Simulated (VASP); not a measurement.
Input of a VASP 6.6.1 run:

INCAR

```
PREC     = Accurate       # precision mode
ENCUT    = 520            # plane-wave cutoff, eV
EDIFF    = 1E-7           # SCF threshold, eV
ISMEAR   = -1             # smearing method
SIGMA    = 0.05           # smearing width, eV
LREAL    = Auto         
LASPH    = True           # aspherical terms in the spheres
NELM     = 80             # most SCF steps
ALGO     = Normal         # electronic algorithm
ISIF     = 2              # what is computed and relaxed
LWAVE    = False          # write WAVECAR
LCHARG   = False          # write CHGCAR
GGA      = PE             # functional
NBANDS   = 186            # bands
```

KPOINTS

```
regular mesh
0
Gamma
  1 1 1
```

POSCAR

```
NaSr32
1.0
   12.1600000000      0.0000000000      0.0000000000
    0.0000000000     12.1600000000      0.0000000000
    0.0000000000      0.0000000000     12.1600000000
Sr Na
32 1
Direct
    0.5000353558     -0.0062174188      0.0001991805
    0.7563566866      0.2500200918      0.0002040912
    0.7489657442      0.0008164037      0.2509368228
    0.0003158026     -0.0024278073     -0.0001035439
    0.2438279276      0.2500200910      0.0001993382
    0.5000355438      0.5063190081      0.0002029468
    0.7527258577      0.7501630097     -0.0001004811
    0.2513213270      0.0013872035      0.2515192654
    0.5005610439      0.2503028580      0.2223348537
    0.7492552769      0.4993214618      0.2506504289
    0.5006160546     -0.0292661297      0.4997968878
    0.7764958117      0.2502825455      0.4998288734
    0.7487786466      0.0009965854      0.7489724899
    0.0003054674      0.5026382212     -0.0001012160
    0.2476624867      0.7501729014     -0.0001045874
   -0.0006174036      0.2500192328      0.2436870209
    0.2510078497      0.4987739104      0.2511947744
    0.5000345407      0.7496697821      0.2437002453
   -0.0006114426     -0.0062321186      0.4999875856
    0.2198763126      0.2503474257      0.4997872300
    0.5005505954      0.5272964140      0.4998200887
    0.7563562559      0.7496643920      0.4999890933
    0.2515214621      0.0015891834      0.7483761395
    0.5006024053      0.2503244225      0.7788644420
    0.7490807616      0.4991487063      0.7492675149
    0.0003083413      0.7501667840      0.2474029487
   -0.0006214446      0.5063311392      0.4999885334
    0.2438262833      0.7496734326      0.4999872011
   -0.0006146032      0.2500199838      0.7562527338
    0.2511962010      0.4985789354      0.7487082093
    0.5000360162      0.7496704428      0.7562393494
    0.0003124116      0.7501692399      0.7524685888
    0.4965750243      0.2481402663      0.5011360512
```

Potentials or basis: VASP PAW PBE potentials, release 64 (Sr_sv, Na_pv).

Launch:

```sh
$ cat potpaw_PBE.64/Sr_sv/POTCAR potpaw_PBE.64/Na_pv/POTCAR > POTCAR
$ mpirun -np 1 vasp_gam > vasp.out
```

**Question.** Predict the largest force.

**Answer.** 0.022 eV/Å.

**Question.** Estimate the pressure.

**Answer.** 0.0 GPa.

**Question.** Estimate the band gap on the k mesh.

**Answer.** Zero (an odd number of electrons rules out a gap without spin polarisation).

Forces in eV/Å, atoms in the order of the input:
```
Sr  -0.001 -0.015  0.000
Sr   0.014 -0.001  0.000
Sr  -0.013  0.013  0.013
Sr   0.000  0.007  0.000
Sr  -0.015 -0.001  0.000
Sr  -0.001  0.015  0.000
Sr  -0.008  0.001  0.000
Sr   0.012  0.013  0.013
Sr   0.001  0.001 -0.005
Sr  -0.013 -0.013  0.012
Sr   0.001 -0.008  0.000
Sr   0.003  0.000  0.000
Sr  -0.013  0.013 -0.013
Sr   0.000 -0.007  0.000
Sr   0.008  0.000  0.000
Sr   0.000 -0.001 -0.014
Sr   0.012 -0.013  0.013
Sr  -0.001  0.000 -0.014
Sr   0.000 -0.014  0.000
Sr  -0.010  0.001 -0.001
Sr   0.001  0.004  0.000
Sr   0.014  0.000  0.000
Sr   0.013  0.013 -0.013
Sr   0.001  0.000  0.007
Sr  -0.013 -0.013 -0.012
Sr   0.001  0.000  0.008
Sr   0.000  0.014  0.000
Sr  -0.014  0.000  0.000
Sr   0.000 -0.001  0.014
Sr   0.012 -0.013 -0.013
Sr  -0.001  0.000  0.014
Sr   0.001  0.000 -0.008
Na   0.009  0.004 -0.002
```

Caveat: the k points lie up to 0.52 Å⁻¹ apart, too coarse for converged energies and pressures of a metal.
